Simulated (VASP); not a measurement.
Here is a VASP 6.6.1 calculation.

File POSCAR:

```
Pb
1.0
   -1.9796595667      1.9796595667      1.9796595667
    1.9796595667     -1.9796595667      1.9796595667
    1.9796595667      1.9796595667     -1.9796595667
Pb
1
Direct
    0.0000000000      0.0000000000      0.0000000000
```

INCAR.step1

```
PREC = Accurate ; ENCUT = 520
ISMEAR = 0 ; SIGMA = 0.15
LREAL = F ; LASPH = T
NELM = 60 ; NBANDS = 13
GGA = PE ; ALGO = Normal
EDIFF = 1E-4 ; LWAVE = T
LCHARG = F
```

INCAR.step2

```
PREC = Accurate ; ENCUT = 520
EDIFF = 1E-6 ; ISMEAR = 0
SIGMA = 0.15 ; LREAL = F
LASPH = T ; NELM = 60
ALGO = Normal ; ISIF = 2
LWAVE = F ; LCHARG = T
METAGGA = R2SCAN ; LMIXTAU = T
LELF = T ; LVHAR = T
NBANDS = 13 ; ISTART = 1
```

File KPOINTS:

```
Automatic mesh
0
Gamma
  18 18 18
```

Potentials or basis: VASP PAW PBE potentials, release 64 (Pb_d).

The run is started by

```console
$ cat potpaw_PBE.64/Pb_d/POTCAR > POTCAR
$ cp INCAR.step1 INCAR
$ mpirun -np 1 vasp_std > vasp.out
$ cp INCAR.step2 INCAR
$ mpirun -np 1 vasp_std > vasp.out
```

Task: Estimate the band gap on the k mesh.

Result: Zero (bands 7 and 8 overlap by 9.80 eV).

Task: What does it give for the pressure?

Result: -0.1 GPa.

Caveat: the PAW data sets were made with another functional, which shifts forces and pressure a little; spin-orbit coupling is left out, which moves the levels of the heavy elements.
